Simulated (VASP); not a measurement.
Here is a VASP 6.6.1 calculation.

INCAR

```
ALGO = Normal
EDIFF = 1E-6
ENCUT = 520
GGA = PE
ISIF = 2
ISMEAR = -1
LASPH = True
LCHARG = False
LREAL = False
LWAVE = False
NBANDS = 16
NELM = 80
PREC = Accurate
SIGMA = 0.08
```

Contents of KPOINTS:

```
k-points
0
Gamma
  14 14 14
```

Contents of POSCAR:

```
CdS
1.0
    3.1333776743      0.0000000000      0.0000000000
    0.0000000000      3.1333776743      0.0000000000
    0.0000000000      0.0000000000      3.1333776743
Cd S
1 1
Direct
    0.0000000000      0.0000000000      0.0000000000
    0.5000000000      0.5000000000      0.5000000000
```

Potentials or basis: VASP PAW PBE potentials, release 64 (Cd, S).

Launch:

```sh
$ cat potpaw_PBE.64/Cd/POTCAR potpaw_PBE.64/S/POTCAR > POTCAR
$ mpirun -np 1 vasp_std > vasp.out
```

Task: Estimate the pressure.

Result: 33.1 GPa.

Task: Estimate the band gap on the k mesh.

Result: Zero (bands 9 and 10 overlap by 0.93 eV).

Caveat: the cell stands under pressure.
